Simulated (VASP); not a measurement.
A run of VASP 6.6.1:

The input INCAR:

```
SYSTEM = SiNi
PREC     = Accurate       ! precision mode
ENCUT    = 520            ! plane-wave cutoff, eV
EDIFF    = 1E-6           ! SCF threshold, eV
ISMEAR   = 0              ! smearing method
SIGMA    = 0.05           ! smearing width, eV
LREAL    = .FALSE.        ! projectors in reciprocal space
LASPH    = .TRUE.         ! aspherical terms in the spheres
NELM     = 150            ! most SCF steps
ALGO     = Normal         ! electronic algorithm
ISIF     = 2              ! what is computed and relaxed
LWAVE    = .FALSE.        ! write WAVECAR
LCHARG   = .TRUE.         ! write CHGCAR
ISPIN    = 2              ! spin polarisation
MAGMOM   = 2 2 0 0        ! initial moments
LORBIT   = 11             ! projections on sites
LMAXMIX  = 4              ! l up to which the mixer works
GGA      = PE             ! functional
LELF     = .TRUE.         ! ELF
LVHAR    = .TRUE.       
NBANDS   = 26             ! bands
```

Contents of KPOINTS:

```
Automatic mesh
0
G
  9 9 6
  0 0 0
```

POSCAR

```
SiNi
1.0
    3.0266200000      0.0000000000      0.0000000000
    0.0000000000      3.2735000000      0.0000000000
    0.0000000000      0.0000000000      4.6977600000
Ni Si
2 2
Direct
    0.5000000000      0.5000000000      0.3442200000
    0.0000000000      0.0000000000      0.6557800000
    0.5000000000      0.5000000000      0.8423000000
    0.0000000000      0.0000000000      0.1577000000
```

Potentials or basis: VASP PAW PBE potentials, release 64 (Ni, Si).

Command:

```console
$ cat potpaw_PBE.64/Ni/POTCAR potpaw_PBE.64/Si/POTCAR > POTCAR
$ mpirun -np 1 vasp_std > vasp.out
```

Hardware: 1 thread of Intel Xeon 6975P-C (shared host).

Problem. Estimate the wall time of this run.

Solution. Run time: 3.5 min on 1 thread of Intel Xeon 6975P-C (shared host), peak memory 0.29 GiB. Counts: scf iterations 16, k points 100.
